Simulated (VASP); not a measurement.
A run of VASP 6.6.1:

The input INCAR:

```
PREC     = Accurate       # precision mode
ENCUT    = 520            # plane-wave cutoff, eV
EDIFF    = 1E-8           # SCF threshold, eV
ISMEAR   = -1             # smearing method
SIGMA    = 0.03           # smearing width, eV
LREAL    = F              # projectors in reciprocal space
LASPH    = T              # aspherical terms in the spheres
NELM     = 60             # most SCF steps
ALGO     = Normal         # electronic algorithm
ISIF     = 2              # what is computed and relaxed
LWAVE    = F              # write WAVECAR
LCHARG   = F              # write CHGCAR
GGA      = PS             # functional
LEFG     = T            
NBANDS   = 12             # bands
```

File KPOINTS:

```
regular mesh
0
Gamma
  17 17 17
```

Contents of POSCAR:

```
Cu
1.0
    0.0000000000      1.8075000000      1.7894250000
    1.8075000000      0.0000000000      1.7894250000
    1.8075000000      1.8075000000      0.0000000000
Cu
1
Direct
    0.0000000000      0.0000000000      0.0000000000
```

Potentials or basis: VASP PAW PBE potentials, release 64 (Cu).

The run is started by

```bash
$ cat potpaw_PBE.64/Cu/POTCAR > POTCAR
$ mpirun -np 1 vasp_std > vasp.out
```

Hardware: 1 thread of AMD EPYC 7R13 (shared host).

Question: How long does it take, and how much memory?

Answer: Wall time 110 s on 1 thread of AMD EPYC 7R13 (shared host), peak memory 0.14 GiB. Counts: scf iterations 14, k points 405.
